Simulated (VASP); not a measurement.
# BeS (P6_3/mmc) in VASP: single point with PBE

Aim: the single point of BeS with PBE.

Everything below comes from runs of VASP 6.6.1. Logs are shortened: lines on timing, memory, paths and dates and some standing lists are left out, and cuts for length are marked.

## 1. The cell of the first run

It takes space group P6_3/mmc (No. 194, hexagonal). The conventional cell has a = 3.474 Å, b = 3.474 Å, c = 5.255 Å, α = 90.00°, β = 90.00°, γ = 120.00°. Within 3.2 Å of Be (site symmetry -3m) lie 6 S at 2.40 Å and 2 Be at 2.63 Å. Within 3.2 Å of S (site symmetry -6m2) lie 6 Be at 2.40 Å.

## 2. Single point, PBE (biaxial xy strain +5.3%)

Contents of INCAR:

```
PREC = Accurate
ENCUT = 520
EDIFF = 1E-6
ISMEAR = -1
SIGMA = 0.02
LREAL = F
LASPH = T
NELM = 100
ALGO = Normal
ISIF = 2
LWAVE = F
LCHARG = T
GGA = PE
LELF = T
LVHAR = T
NBANDS = 16
```

Contents of KPOINTS:

```
regular mesh
0
Gamma
  12 12 6
```

Contents of POSCAR:

```
BeS
1.0
    3.4738283673      0.0000000000      0.0000000000
   -1.7369141836      3.0084236145      0.0000000000
    0.0000000000      0.0000000000      5.2552221102
Be S
2 2
Direct
    0.0000000000      0.0000000000      0.0000000000
    0.0000000000      0.0000000000      0.5000000000
    0.3333333333      0.6666666667      0.2500000000
    0.6666666667      0.3333333333      0.7500000000
```

Potentials or basis: VASP PAW PBE potentials, release 64 (Be, S).

Started as:

```bash
$ cat potpaw_PBE.64/Be/POTCAR potpaw_PBE.64/S/POTCAR > POTCAR
$ mpirun -np 1 vasp_std > vasp.out
```

OUTCAR:

```text
PREC = Accurate
   ENCUT = 520
   EDIFF = 1E-6
   ISMEAR = -1
   LREAL = F
   LASPH = T
   NELM = 100
   ISIF = 2
   GGA = PE

 ion  position               nearest neighbor table
   1  0.000  0.000  0.000-   3 2.40   4 2.40   4 2.40   3 2.40   4 2.40   3 2.40
   2  0.000  0.000  0.500-   3 2.40   4 2.40   4 2.40   3 2.40   4 2.40   3 2.40
   3  0.333  0.667  0.250-   1 2.40   2 2.40   1 2.40   2 2.40   1 2.40   2 2.40
   4  0.667  0.333  0.750-   1 2.40   2 2.40   1 2.40   2 2.40   1 2.40   2 2.40

  LATTYP: Found a hexagonal cell.
 ALAT       =     3.4738283673
 C/A-ratio  =     1.5128041902

  Lattice vectors:

 A1 = (   3.4738283673,   0.0000000000,   0.0000000000)
 A2 = (  -1.7369141836,   3.0084236145,   0.0000000000)
 A3 = (   0.0000000000,   0.0000000000,   5.2552221102)

Analysis of symmetry for initial positions (statically):
=====================================================================
 Subroutine PRICEL returns:
 Original cell was already a primitive cell.

 Routine SETGRP: Setting up the symmetry group for a
 hexagonal supercell.

 Subroutine GETGRP returns: Found 24 space group operations
 (whereof 12 operations were pure point group operations)
 out of a pool of 24 trial point group operations.

The static configuration has the point symmetry D_3d.
 The point group associated with its full space group is D_6h.

Analysis of symmetry for dynamics (positions and initial velocities):
=====================================================================
 Subroutine PRICEL returns:
 Original cell was already a primitive cell.

 Routine SETGRP: Setting up the symmetry group for a
 hexagonal supercell.

 Subroutine GETGRP returns: Found 24 space group operations
 (whereof 12 operations were pure point group operations)
 out of a pool of 24 trial point group operations.

The dynamic configuration has the point symmetry D_3d.
 The point group associated with its full space group is D_6h.

 Subroutine INISYM returns: Found 24 space group operations
 (whereof 12 operations are pure point group operations),
 and found     1 'primitive' translations

----------------------------------------------------------------------------------------

                                     Primitive cell

  volume of cell :      54.9210

  direct lattice vectors                    reciprocal lattice vectors
     3.473828367  0.000000000  0.000000000     0.287866841  0.166199998  0.000000000
    -1.736914184  3.008423614  0.000000000     0.000000000  0.332399997  0.000000000
     0.000000000  0.000000000  5.255222110     0.000000000  0.000000000  0.190286914

  length of vectors
     3.473828367  3.473828367  5.255222110     0.332399997  0.332399997  0.190286914

  position of ions in fractional coordinates (direct lattice)
     0.000000000  0.000000000  0.000000000
     0.000000000  0.000000000  0.500000000
     0.333333333  0.666666667  0.250000000
     0.666666667  0.333333333  0.750000000

  ion indices of the primitive-cell ions
   primitive index   ion index
                 1           1
                 2           2
                 3           3
                 4           4

----------------------------------------------------------------------------------------

 KPOINTS: regular mesh

Automatic generation of k-mesh.
 Grid dimensions read from file:
 generate k-points for:   12   12    6

 Generating k-lattice:

  Cartesian coordinates                     Fractional coordinates (reciprocal lattice)
     0.023988903  0.013850000  0.000000000     0.083333333  0.000000000  0.000000000
     0.000000000  0.027700000  0.000000000     0.000000000  0.083333333  0.000000000
     0.000000000  0.000000000  0.031714486     0.000000000  0.000000000  0.166666667

  Length of vectors
     0.027700000  0.027700000  0.031714486

  Shift w.r.t. Gamma in fractional coordinates (k-lattice)
     0.000000000  0.000000000  0.000000000

 Subroutine IBZKPT returns following result:
 ===========================================

 Found     76 irreducible k-points:

 Following reciprocal coordinates:
            Coordinates               Weight
  0.000000  0.000000  0.000000      1.000000
  0.083333  0.000000  0.000000      6.000000
  0.166667  0.000000  0.000000      6.000000
  0.250000  0.000000  0.000000      6.000000
  0.333333  0.000000  0.000000      6.000000
  0.416667 -0.000000  0.000000      6.000000
[... 16 lines left out ...]
  0.250000  0.000000  0.166667     12.000000
  0.333333  0.000000  0.166667     12.000000
 [... further k-points ...]
   k-points           NKPTS =     76   k-points in BZ     NKDIM =     76   number of bands    NBANDS=     16
   number of dos      NEDOS =    301   number of ions     NIONS =      4
   total plane-waves  NPLWV =  31360
   dimension x,y,z NGX =    28 NGY =   28 NGZ =   40
   dimension x,y,z NGXF=    56 NGYF=   56 NGZF=   80
   ions per type =               2   2
   NGX,Y,Z   is equivalent  to a cutoff of  13.40, 13.40, 12.65 a.u.
   NGXF,Y,Z  is equivalent  to a cutoff of  26.80, 26.80, 25.31 a.u.
 SYSTEM =  unknown system
   PREC   = accura    normal or accurate (medium, high low for compatibility)
   ISTART =      0    job   : 0-new  1-cont  2-samecut
   ICHARG =      2    charge: 1-file 2-atom 10-const
   ISPIN  =      1    spin polarized calculation?
   LNONCOLLINEAR =      F non collinear calculations
   LSORBIT =      F    spin-orbit coupling
   LASPH  =      T    aspherical Exc in radial PAW
   ENCUT  =  520.0 eV  38.22 Ry    6.18 a.u.   6.46  6.46  9.77*2*pi/ulx,y,z
   NELM   =    100;   NELMIN=  2; NELMDL= -5     # of ELM steps
   EDIFF  = 0.1E-05   stopping-criterion for ELM
   LREAL  =      F    real-space projection
   EDIFFG = 0.1E-04   stopping-criterion for IOM
   NSW    =      0    number of steps for IOM
   IBRION =     -1    ionic relax: 0-MD 1-quasi-New 2-CG
   NFREE  =      0    steps in history (QN), initial steepest desc. (CG)
   ISIF   =      2    stress and relaxation
   ISYM   =      2    0-nonsym 1-usesym 2-fastsym
   POTIM  = 0.5000    time-step for ionic-motion
   TEBEG  =    0.0;   TEEND  =   0.0 temperature during run
   PSTRESS=    0.0 pullay stress
   NELECT =      16.0000    total number of electrons
   NUPDOWN=      -1.0000    fix difference up-down
   EMIN   =  10.00;   EMAX   =-10.00  energy-range for DOS
   EFERMI =   0.00;   METHOD = LEGACY
   ISMEAR =    -1;   SIGMA  =   0.02  broadening in eV -4-tet -1-fermi 0-gaus
   EFERMI_NEDOS =   21; number of points for ismear=-14 and -15
   IALGO  =     38    algorithm
   IMIX   =      4    mixing-type and parameters
     AMIX     =   0.40;   BMIX     =  1.00
     AMIX_MAG =   1.60;   BMIX_MAG =  1.00
  volume/ion in A,a.u.               =      13.73        92.66
  Fermi-wavevector in a.u.,A,eV,Ry     =   1.085264  2.050851 16.024911  1.177798
  Thomas-Fermi vector in A             =   2.221373
   LORBIT       =      0    0 simple, 1 ext, 2 COOP (PROOUT), +10 PAW based schemes
   GGA     = PE    functional components
   LHFCALC =     F    Hartree Fock is set to
   AEXX    =    0.0000 exact exchange contribution
   IVDW    =     0    specifies the selected vdW correction
   LEPSILON=     F    determine dielectric tensor
   LRPA    =     F    only Hartree local field effects (RPA)
 non-spin polarized calculation
  energy-cutoff  :      520.00
  volume of cell :       54.92
 maximum number of plane-waves:      1502
 NGX is ok and might be reduce to    28
   NGX = 13   NGY = 13   NGZ = 19

 number of electron      16.0000003 magnetization

 Free energy of the ion-electron system (eV)
  ---------------------------------------------------
  ext. energy  EPLUGINS =         0.00000000
  ---------------------------------------------------
  free energy    TOTEN  =       -17.74752159 eV

  energy without entropy =      -17.74752159  energy(sigma->0) =      -17.74752159

 E-fermi :   6.2842     XC(G=0): -10.1718

 val. band max:        5.8995093272   @ k =   0.0000   0.0000   0.0000
 cond. band min:       7.1367498468   @ k =   0.3333   0.3333   0.0000
 fundamental gap:      1.2372405196
 Fermi energy:         6.2841950907

 k-point     1 :       0.0000    0.0000    0.0000
  band No.  band energies     occupation
      1      -8.8767      2.00000
      2      -6.6569      2.00000
      3      -0.7657      2.00000
      4       4.5564      2.00000
      5       4.5564      2.00000
      6       4.5568      2.00000
[... 8 lines left out ...]
     15      14.6581      0.00000
     16      14.8243      0.00000

 k-point     2 :       0.0833    0.0000    0.0000
  band No.  band energies     occupation
      1      -8.8004      2.00000
      2      -6.6060      2.00000
      3      -0.6860      2.00000
      4       3.6125      2.00000
      5       4.0104      2.00000
      6       4.4582      2.00000
[... 8 lines left out ...]
     15      13.9068      0.00000
     16      14.9475      0.00000

 k-point     3 :       0.1667    0.0000    0.0000
  band No.  band energies     occupation
      1      -8.5762      2.00000
      2      -6.4669      2.00000
      3      -0.4492      2.00000
      4       2.2963      2.00000
      5       3.4381      2.00000
      6       3.5945      2.00000
[... 8 lines left out ...]
     15      13.2874      0.00000
     16      14.6904      0.00000

 k-point     4 :       0.2500    0.0000    0.0000
  band No.  band energies     occupation
      1      -8.2204      2.00000
      2      -6.2851      2.00000
      3      -0.0644      2.00000
      4       1.0528      2.00000
      5       2.5302      2.00000
      6       2.9296      2.00000
[... 8 lines left out ...]
     15      13.7483      0.00000
     16      14.2532      0.00000
[... 324 lines left out ...]
 k-point    22 :       0.1667    0.0000    0.1667
  band No.  band energies     occupation
      1      -8.4761      2.00000
      2      -6.6830      2.00000
      3      -0.0799      2.00000
      4       2.4065      2.00000
      5       3.4122      2.00000
      6       3.5292      2.00000
[... 8 lines left out ...]
     15      13.1305      0.00000
     16      14.1646      0.00000

 k-point    23 :       0.2500    0.0000    0.1667
  band No.  band energies     occupation
      1      -8.1250      2.00000
      2      -6.4725      2.00000
      3       0.1197      2.00000
      4       1.3167      2.00000
      5       2.2950      2.00000
      6       3.0339      2.00000
[... 8 lines left out ...]
     15      13.1961      0.00000
     16      14.2562      0.00000

 k-point    24 :       0.3333    0.0000    0.1667
  band No.  band energies     occupation
      1      -7.6833      2.00000
      2      -6.2859      2.00000
      3      -0.1910      2.00000
      4       1.0544      2.00000
      5       1.3006      2.00000
      6       2.6501      2.00000
[... 8 lines left out ...]
     15      13.9759      0.00000
     16      15.1526      0.00000

 [... further k-points ...]
[... 5 lines left out ...]
  --------------------------------------------------------------------------------------
  -------------------------------------------------------------------------------------
  Total       -4.0899590     -4.0899590     -1.3332581     -0.0000000      0.0000000      0.0000000
  in kB     -119.3139196   -119.3139196    -38.8943374     -0.0000000      0.0000000      0.0000000
  external PRESSURE =     -92.5073922 kB  Pullay stress =       0.0000000 kB

 VOLUME and BASIS-vectors are now :
 -----------------------------------------------------------------------------
  energy-cutoff  :      520.00
  volume of cell :       54.92
      direct lattice vectors                 reciprocal lattice vectors
     3.473828367  0.000000000  0.000000000     0.287866841  0.166199998  0.000000000
    -1.736914184  3.008423614  0.000000000     0.000000000  0.332399997  0.000000000
     0.000000000  0.000000000  5.255222110     0.000000000  0.000000000  0.190286914

 POSITION                                       TOTAL-FORCE (eV/Angst)
 -----------------------------------------------------------------------------------
      0.00000      0.00000      0.00000        -0.000000      0.000000     -0.000000
      0.00000      0.00000      2.62761        -0.000000      0.000000     -0.000000
     -0.00000      2.00562      1.31381        -0.000000      0.000000     -0.000000
      1.73691      1.00281      3.94142         0.000000     -0.000000      0.000000
 -----------------------------------------------------------------------------------
    total drift:                                0.000000     -0.000000     -0.000000

  FREE ENERGIE OF THE ION-ELECTRON SYSTEM (eV)
  ---------------------------------------------------
  free  energy   TOTEN  =       -17.7475215945 eV

  energy  without entropy=      -17.7475215945  energy(sigma->0) =      -17.74752159
```

It took 36 s on 1 thread of Intel Xeon 6975P-C, shared host; peak memory 0.21 GiB.

Results:

```
Free energy            : -17.7475 eV
Pressure               : -9.3 GPa
Band gap on the k mesh : 1.24 eV, indirect (least direct gap 2.33 eV)
```

Stress tensor (GPa, compression positive):
```
-11.93   0.00   0.00
  0.00 -11.93   0.00
  0.00   0.00  -3.89
```

Levels at points of the mesh, in eV from the valence-band top:
```csv
k point,band 4,band 5,band 6,band 7,band 8,band 9,band 10,band 11,band 12,band 13
"(0.00, 0.00, 0.00)",-1.34,-1.34,-1.34,-1.34,0.00,2.33,3.05,5.11,5.11,5.88
"(0.50, 0.00, 0.00)",-5.49,-4.60,-3.69,-2.62,-0.98,2.68,3.18,3.43,3.65,7.62
"(0.00, 0.00, 0.50)",-3.68,-1.26,-1.26,-1.26,-1.26,3.07,3.07,4.57,4.57,4.57
"(0.50, 0.00, 0.50)",-6.81,-2.69,-2.69,-2.24,-2.24,2.90,2.90,4.33,4.33,6.96
```

Caveat: the cell differs from its parent crystal (biaxial xy strain +5.3%).
